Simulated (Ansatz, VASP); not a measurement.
## One calculation of Al, two programs

File INCAR:

```
SYSTEM = Al
ALGO = Fast
EDIFF = 1E-7
ENCUT = 520
GGA = PE
ISIF = 2
ISMEAR = 0
IVDW = 12
LASPH = .TRUE.
LCHARG = .FALSE.
LREAL = .FALSE.
LWAVE = .FALSE.
NBANDS = 8
NELM = 100
PREC = Accurate
SIGMA = 0.15
```

Contents of KPOINTS:

```
k-points
0
G
  28 28 28
  0 0 0
```

The input POSCAR:

```
Al
1.0
    0.0000000000      1.9592384564      2.0572003792
    1.9592384564      0.0000000000      2.0572003792
    1.9592384564      1.9592384564      0.0000000000
Al
1
Direct
    0.0000000000      0.0000000000      0.0000000000
```

Input for Ansatz:

```yaml
crystal:
  lattice:
    - [0.0, 1.9592384564, 2.0572003792]
    - [1.9592384564, 0.0, 2.0572003792]
    - [1.9592384564, 1.9592384564, 0.0]
  atoms:
    - { symbol: Al, position: [0.0, 0.0, 0.0] }
basis:
  ecutwfc: 420
kpoints:
  mp_grid: { grid: [28, 28, 28] }
hamiltonian:
  xc: pbe
  dispersion: d3bj
scf:
  occupations: { method: gaussian, width: 0.15 }
output:
  forces: true
  stress: true
  eigenvalues: true
```

Alike in both runs: task single point; functional PBE; dispersion D3(BJ); k mesh 28 × 28 × 28; occupations gaussian, width 0.15 eV; no spin polarisation.

|  | VASP | Ansatz |
| --- | --- | --- |
| version | VASP 6.6.1 | Ansatz 0.2.0 |
| potentials or method | VASP PAW PBE potentials, release 64 (Al), cutoff 520 eV | scalar-relativistic, plane waves, PAW |
| valence electrons in the cell | 3 | 3 |

```csv
,VASP,Ansatz,Ansatz less VASP
gap on the k mesh at the Fermi level (eV),none,none,-
pressure (GPa),0.1,0.2,+0.04
"traceless stress, the component that is largest in VASP (GPa)",-1.96,-1.96,-0.001
```

A gap of «none» marks a metal or a gap that the smearing closes.
